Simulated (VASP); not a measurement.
# Rh (Fm-3m) in VASP: notebook

Rh is run at these levels: PBEsol; tasks: single point, relaxation of cell and atoms.

Everything below comes from runs of VASP 6.6.1. Logs are shortened: lines on timing, memory, paths and dates and some standing lists are left out, and cuts for length are marked.

**1. The cell of the first run**

It takes space group Fm-3m (No. 225, cubic). The conventional cell has a = 3.777 Å, b = 3.777 Å, c = 3.777 Å, α = 90.00°, β = 90.00°, γ = 90.00°. Within 3.5 Å of Rh (site symmetry m-3m) lie 12 Rh at 2.67 Å.

**2. Single point, PBEsol**

INCAR reads:

```
SYSTEM = Rh
PREC = Accurate
ENCUT = 520
EDIFF = 1E-7
ISMEAR = -1
SIGMA = 0.08
LREAL = .False.
LASPH = .True.
NELM = 100
ALGO = Normal
ISIF = 2
LWAVE = .False.
LCHARG = .False.
GGA = PS
NBANDS = 14
```

KPOINTS reads:

```
regular mesh
0
Gamma
  17 17 17
  0 0 0
```

POSCAR reads:

```
Rh
1.0
    0.0000000000      1.8885398852      1.8885398852
    1.8885398852      0.0000000000      1.8885398852
    1.8885398852      1.8885398852      0.0000000000
Rh
1
Direct
    0.0000000000      0.0000000000      0.0000000000
```

Potentials or basis: VASP PAW PBE potentials, release 64 (Rh_pv).

Command:

```bash
$ cat potpaw_PBE.64/Rh_pv/POTCAR > POTCAR
$ mpirun -np 1 vasp_std > vasp.out
```

OUTCAR:

```text
SYSTEM = Rh
   PREC = Accurate
   ENCUT = 520
   EDIFF = 1E-7
   ISMEAR = -1
   LREAL = .False.
   LASPH = .True.
   NELM = 100
   ISIF = 2
   GGA = PS

 ion  position               nearest neighbor table
   1  0.000  0.000  0.000-

  LATTYP: Found a face centered cubic cell.
 ALAT       =     3.7770797704

  Lattice vectors:

 A1 = (   0.0000000000,   1.8885398852,   1.8885398852)
 A2 = (   1.8885398852,   0.0000000000,   1.8885398852)
 A3 = (   1.8885398852,   1.8885398852,   0.0000000000)

Analysis of symmetry for initial positions (statically):
=====================================================================
 Subroutine PRICEL returns:
 Original cell was already a primitive cell.

 Routine SETGRP: Setting up the symmetry group for a
 face centered cubic supercell.

 Subroutine GETGRP returns: Found 48 space group operations
 (whereof 48 operations were pure point group operations)
 out of a pool of 48 trial point group operations.

The static configuration has the point symmetry O_h .

Analysis of symmetry for dynamics (positions and initial velocities):
=====================================================================
 Subroutine PRICEL returns:
 Original cell was already a primitive cell.

 Routine SETGRP: Setting up the symmetry group for a
 face centered cubic supercell.

 Subroutine GETGRP returns: Found 48 space group operations
 (whereof 48 operations were pure point group operations)
 out of a pool of 48 trial point group operations.

The dynamic configuration has the point symmetry O_h .

 Subroutine INISYM returns: Found 48 space group operations
 (whereof 48 operations are pure point group operations),
 and found     1 'primitive' translations

----------------------------------------------------------------------------------------

                                     Primitive cell

  volume of cell :      13.4713

  direct lattice vectors                    reciprocal lattice vectors
     0.000000000  1.888539885  1.888539885    -0.264754800  0.264754800  0.264754800
     1.888539885  0.000000000  1.888539885     0.264754800 -0.264754800  0.264754800
     1.888539885  1.888539885  0.000000000     0.264754800  0.264754800 -0.264754800

  length of vectors
     2.670798719  2.670798719  2.670798719     0.458568766  0.458568766  0.458568766

  position of ions in fractional coordinates (direct lattice)
     0.000000000  0.000000000  0.000000000

  ion indices of the primitive-cell ions
   primitive index   ion index
                 1           1

----------------------------------------------------------------------------------------

 KPOINTS: regular mesh

Automatic generation of k-mesh.
 Grid dimensions read from file:
 generate k-points for:   17   17   17

 Generating k-lattice:

  Cartesian coordinates                     Fractional coordinates (reciprocal lattice)
    -0.015573812  0.015573812  0.015573812     0.058823529  0.000000000  0.000000000
     0.015573812 -0.015573812  0.015573812     0.000000000  0.058823529  0.000000000
     0.015573812  0.015573812 -0.015573812     0.000000000  0.000000000  0.058823529

  Length of vectors
     0.026974633  0.026974633  0.026974633

  Shift w.r.t. Gamma in fractional coordinates (k-lattice)
     0.000000000  0.000000000  0.000000000

 Subroutine IBZKPT returns following result:
 ===========================================

 Found    165 irreducible k-points:

 Following reciprocal coordinates:
            Coordinates               Weight
  0.000000  0.000000  0.000000      1.000000
  0.058824  0.000000  0.000000      8.000000
  0.117647  0.000000  0.000000      8.000000
  0.176471  0.000000  0.000000      8.000000
  0.235294  0.000000  0.000000      8.000000
  0.294118  0.000000  0.000000      8.000000
[... 16 lines left out ...]
 -0.176471  0.058824  0.000000     24.000000
 -0.117647  0.058824  0.000000     24.000000
 [... further k-points ...]
   k-points           NKPTS =    165   k-points in BZ     NKDIM =    165   number of bands    NBANDS=     14
   number of dos      NEDOS =    301   number of ions     NIONS =      1
   total plane-waves  NPLWV =   8000
   dimension x,y,z NGX =    20 NGY =   20 NGZ =   20
   dimension x,y,z NGXF=    40 NGYF=   40 NGZF=   40
   ions per type =               1
   NGX,Y,Z   is equivalent  to a cutoff of  12.45, 12.45, 12.45 a.u.
   NGXF,Y,Z  is equivalent  to a cutoff of  24.90, 24.90, 24.90 a.u.
 SYSTEM =  Rh
   PREC   = accura    normal or accurate (medium, high low for compatibility)
   ISTART =      0    job   : 0-new  1-cont  2-samecut
   ICHARG =      2    charge: 1-file 2-atom 10-const
   ISPIN  =      1    spin polarized calculation?
   LNONCOLLINEAR =      F non collinear calculations
   LSORBIT =      F    spin-orbit coupling
   LASPH  =      T    aspherical Exc in radial PAW
   ENCUT  =  520.0 eV  38.22 Ry    6.18 a.u.   4.97  4.97  4.97*2*pi/ulx,y,z
   NELM   =    100;   NELMIN=  2; NELMDL= -5     # of ELM steps
   EDIFF  = 0.1E-06   stopping-criterion for ELM
   LREAL  =      F    real-space projection
   EDIFFG = 0.1E-05   stopping-criterion for IOM
   NSW    =      0    number of steps for IOM
   IBRION =     -1    ionic relax: 0-MD 1-quasi-New 2-CG
   NFREE  =      0    steps in history (QN), initial steepest desc. (CG)
   ISIF   =      2    stress and relaxation
   ISYM   =      2    0-nonsym 1-usesym 2-fastsym
   POTIM  = 0.5000    time-step for ionic-motion
   TEBEG  =    0.0;   TEEND  =   0.0 temperature during run
   PSTRESS=    0.0 pullay stress
   NELECT =      15.0000    total number of electrons
   NUPDOWN=      -1.0000    fix difference up-down
   EMIN   =  10.00;   EMAX   =-10.00  energy-range for DOS
   EFERMI =   0.00;   METHOD = LEGACY
   ISMEAR =    -1;   SIGMA  =   0.08  broadening in eV -4-tet -1-fermi 0-gaus
   EFERMI_NEDOS =   21; number of points for ismear=-14 and -15
   IALGO  =     38    algorithm
   IMIX   =      4    mixing-type and parameters
     AMIX     =   0.40;   BMIX     =  1.00
     AMIX_MAG =   1.60;   BMIX_MAG =  1.00
  volume/ion in A,a.u.               =      13.47        90.91
  Fermi-wavevector in a.u.,A,eV,Ry     =   1.696820  3.206525 39.173865  2.879198
  Thomas-Fermi vector in A             =   2.777613
   LORBIT       =      0    0 simple, 1 ext, 2 COOP (PROOUT), +10 PAW based schemes
   GGA     = PS    functional components
   LHFCALC =     F    Hartree Fock is set to
   AEXX    =    0.0000 exact exchange contribution
   IVDW    =     0    specifies the selected vdW correction
   LEPSILON=     F    determine dielectric tensor
   LRPA    =     F    only Hartree local field effects (RPA)
 non-spin polarized calculation
  energy-cutoff  :      520.00
  volume of cell :       13.47
 maximum number of plane-waves:       374
   NGX =  9   NGY =  9   NGZ =  9

 number of electron      15.0000006 magnetization

 Free energy of the ion-electron system (eV)
  ---------------------------------------------------
  ext. energy  EPLUGINS =         0.00000000
  ---------------------------------------------------
  free energy    TOTEN  =        -8.15156824 eV

  energy without entropy =       -8.12668708  energy(sigma->0) =       -8.13912766

 E-fermi :  12.1325     XC(G=0): -14.3494

 val. band max:       12.1171379024   @ k =   0.4118   0.2353   0.0588
 cond. band min:      12.1501566533   @ k =   0.4118   0.2941   0.0588
 fundamental gap:      0.0330187510
 Fermi energy:        12.1324643987

 k-point     1 :       0.0000    0.0000    0.0000
  band No.  band energies     occupation
      1     -34.2323      2.00000
      2     -34.2323      2.00000
      3     -34.2323      2.00000
      4       3.9269      2.00000
      5       8.9408      2.00000
      6       8.9408      2.00000
      7       8.9408      2.00000
      8      11.1226      1.99999
      9      11.1226      1.99999
     10      28.0496      0.00000
     11      32.4492      0.00000
     12      33.6172      0.00000
     13      33.6172      0.00000
     14      33.6172      0.00000

 k-point     2 :       0.0588    0.0000    0.0000
  band No.  band energies     occupation
      1     -34.2600      2.00000
      2     -34.2360      2.00000
      3     -34.2360      2.00000
      4       4.0696      2.00000
      5       8.8759      2.00000
      6       8.9972      2.00000
      7       8.9972      2.00000
      8      11.0902      2.00000
      9      11.0902      2.00000
     10      28.2617      0.00000
     11      32.4453      0.00000
     12      32.8440      0.00000
     13      33.8293      0.00000
     14      33.8293      0.00000

 k-point     3 :       0.1176    0.0000    0.0000
  band No.  band energies     occupation
      1     -34.3390      2.00000
      2     -34.2466      2.00000
      3     -34.2466      2.00000
      4       4.4760      2.00000
      5       8.7177      2.00000
      6       9.1420      2.00000
      7       9.1420      2.00000
      8      11.0237      2.00000
      9      11.0237      2.00000
     10      28.8225      0.00000
     11      31.2639      0.00000
     12      32.4530      0.00000
     13      34.4426      0.00000
     14      34.4426      0.00000
[... 324 lines left out ...]
 k-point    23 :      -0.1765    0.0588    0.0000
  band No.  band energies     occupation
      1     -34.5095      2.00000
      2     -34.2953      2.00000
      3     -34.2612      2.00000
      4       5.3898      2.00000
      5       8.4530      2.00000
      6       9.3715      2.00000
      7       9.3979      2.00000
      8      10.7492      2.00000
      9      11.3795      1.99984
     10      28.9896      0.00000
     11      29.8077      0.00000
     12      32.4508      0.00000
     13      34.6176      0.00000
     14      36.5456      0.00000

 k-point    24 :      -0.1176    0.0588    0.0000
  band No.  band energies     occupation
      1     -34.3865      2.00000
      2     -34.2730      2.00000
      3     -34.2462      2.00000
      4       4.7767      2.00000
      5       8.5671      2.00000
      6       9.2429      2.00000
      7       9.2822      2.00000
      8      10.7915      2.00000
      9      11.2000      1.99998
     10      29.2061      0.00000
     11      30.6611      0.00000
     12      32.4520      0.00000
     13      33.9807      0.00000
     14      35.3304      0.00000

 [... further k-points ...]
[... 5 lines left out ...]
  --------------------------------------------------------------------------------------
  -------------------------------------------------------------------------------------
  Total        0.0671450      0.0671450      0.0671450      0.0000000      0.0000000      0.0000000
  in kB        7.9857525      7.9857525      7.9857525      0.0000000      0.0000000      0.0000000
  external PRESSURE =       7.9857525 kB  Pullay stress =       0.0000000 kB

 VOLUME and BASIS-vectors are now :
 -----------------------------------------------------------------------------
  energy-cutoff  :      520.00
  volume of cell :       13.47
      direct lattice vectors                 reciprocal lattice vectors
     0.000000000  1.888539885  1.888539885    -0.264754800  0.264754800  0.264754800
     1.888539885  0.000000000  1.888539885     0.264754800 -0.264754800  0.264754800
     1.888539885  1.888539885  0.000000000     0.264754800  0.264754800 -0.264754800

 POSITION                                       TOTAL-FORCE (eV/Angst)
 -----------------------------------------------------------------------------------
      0.00000      0.00000      0.00000         0.000000      0.000000      0.000000
 -----------------------------------------------------------------------------------
    total drift:                                0.000000     -0.000000      0.000000

  FREE ENERGIE OF THE ION-ELECTRON SYSTEM (eV)
  ---------------------------------------------------
  free  energy   TOTEN  =        -8.1515682401 eV

  energy  without entropy=       -8.1266870792  energy(sigma->0) =       -8.13912766
```

It took 12 s on 1 thread of Intel Xeon 6975P-C (Granite Rapids), shared host; peak memory 0.14 GiB.

What came out:

* Free energy: -8.1516 eV
* Pressure: 0.8 GPa

Caveat: the PAW data sets were made with another functional, which shifts forces and pressure a little.

[end of part 1 of 2]
